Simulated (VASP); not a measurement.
Here is a VASP 6.6.1 calculation.

POSCAR

```
C
1.0
    2.1205985457     -4.3694582406      0.0000000000
    2.1205985457      4.3694582406      0.0000000000
    0.0000000000      0.0000000000      2.5047085935
C
8
Direct
    0.6481731446      0.9813388589      0.0000000000
    0.3518268554      0.0186611411      0.0000000000
    0.0186611411      0.3518268554      0.0000000000
    0.9813388589      0.6481731446      0.0000000000
    0.4047354045      0.2263276525      0.5000000000
    0.5952645955      0.7736723475      0.5000000000
    0.7736723475      0.5952645955      0.5000000000
    0.2263276525      0.4047354045      0.5000000000
```

The input INCAR.step1:

```
SYSTEM = C
PREC = Accurate
ENCUT = 520
ISMEAR = 0
SIGMA = 0.05
LREAL = .FALSE.
LASPH = .TRUE.
NELM = 60
NBANDS = 26
GGA = PE
ALGO = Normal
EDIFF = 1E-4
LWAVE = .TRUE.
LCHARG = .FALSE.
```

INCAR.step2

```
SYSTEM = C
PREC = Accurate
ENCUT = 520
EDIFF = 1E-6
ISMEAR = 0
SIGMA = 0.05
LREAL = .FALSE.
LASPH = .TRUE.
NELM = 60
ALGO = Normal
ISIF = 2
LWAVE = .FALSE.
LCHARG = .FALSE.
METAGGA = R2SCAN
LMIXTAU = .TRUE.
NBANDS = 26
ISTART = 1
```

KPOINTS

```
Automatic mesh
0
G
  6 6 10
  0 0 0
```

Potentials or basis: VASP PAW PBE potentials, release 64 (C).

Launch:

```sh
$ cat potpaw_PBE.64/C/POTCAR > POTCAR
$ cp INCAR.step1 INCAR
$ mpirun -np 1 vasp_std > vasp.out
$ cp INCAR.step2 INCAR
$ mpirun -np 1 vasp_std > vasp.out
```

**Question.** Estimate the band gap on the k mesh.

**Answer.** 3.53 eV (least direct gap 5.28 eV).

**Question.** Predict the largest force.

**Answer.** 0.016 eV/Å.

**Question.** Predict the pressure.

**Answer.** 1.1 GPa.

Forces in eV/Å, atoms in the order of the input:
```
C    0.014  0.001  0.000
C   -0.014 -0.001  0.000
C   -0.014  0.001  0.000
C    0.014 -0.001  0.000
C   -0.016 -0.003  0.000
C    0.016  0.003  0.000
C    0.016 -0.003  0.000
C   -0.016  0.003  0.000
```

Caveat: the PAW data sets were made with another functional, which shifts forces and pressure a little. A k mesh can miss the band edges.
